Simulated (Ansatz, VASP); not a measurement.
# One calculation of Ta, two programs

File INCAR:

```
PREC     = Accurate       # precision mode
ENCUT    = 520            # plane-wave cutoff, eV
EDIFF    = 1E-6           # SCF threshold, eV
ISMEAR   = -1             # smearing method
SIGMA    = 0.08           # smearing width, eV
LREAL    = F              # projectors in reciprocal space
LASPH    = T              # aspherical terms in the spheres
NELM     = 60             # most SCF steps
ALGO     = Normal         # electronic algorithm
ISIF     = 2              # what is computed and relaxed
LWAVE    = F              # write WAVECAR
LCHARG   = F              # write CHGCAR
GGA      = PE             # functional
NBANDS   = 12             # bands
```

KPOINTS

```
Automatic mesh
0
Gamma
  17 17 17
```

POSCAR

```
Ta
1.0
   -1.6347672000      1.6347672000      1.6512800000
    1.6347672000     -1.6347672000      1.6512800000
    1.6347672000      1.6347672000     -1.6512800000
Ta
1
Direct
    0.0000000000      0.0000000000      0.0000000000
```

Input for Ansatz:

```yaml
crystal:
  lattice:
    - [-1.6347672, 1.6347672, 1.65128]
    - [1.6347672, -1.6347672, 1.65128]
    - [1.6347672, 1.6347672, -1.65128]
  atoms:
    - { symbol: Ta, position: [0.0, 0.0, 0.0] }
kpoints:
  mp_grid: { grid: [17, 17, 17] }
  band_path:
    path:
      - [0.0, 0.0, 0.0]
      - [0.0, 0.0, 0.5]
      - [0.25, 0.25, 0.25]
      - [0.0, 0.5, 0.0]
      - [0.0, 0.0, 0.0]
      - [0.5, 0.5, -0.5]
      - [0.495025, 0.504975, -0.495025]
      - [-0.495025, 0.495025, 0.495025]
      - [0.0, 0.0, 0.0]
    npoints: 5
scf:
  occupations: { method: fermi_dirac, width: 0.08 }
hamiltonian:
  xc: pbe
  pseudopotentials: { kind: all_electron, lapw: { basis_error: 0.0005 } }
output:
  forces: true
  stress: true
  eigenvalues: true
```

Change from the starting cell: equal xx and yy strain of -1 %.

Alike in both runs: task single point; functional PBE; k mesh 17 × 17 × 17; occupations fermi-dirac, width 0.08 eV; no spin polarisation.

|  | VASP | Ansatz |
| --- | --- | --- |
| version | VASP 6.6.1 | Ansatz 0.2.0 |
| potentials or method | VASP PAW PBE potentials, release 64 (Ta_pv), cutoff 520 eV | all-electron LAPW, scalar-relativistic |

|  | VASP | Ansatz | Ansatz less VASP |
| --- | --- | --- | --- |
| pressure (GPa) | 7.6 | 7.4 | -0.26 |
| traceless stress, the component that is largest in VASP (GPa) | -0.76 | -0.76 | -0.002 |

Ansatz ran all-electron here, and VASP with PAW potentials.

Spin-orbit coupling is off throughout.
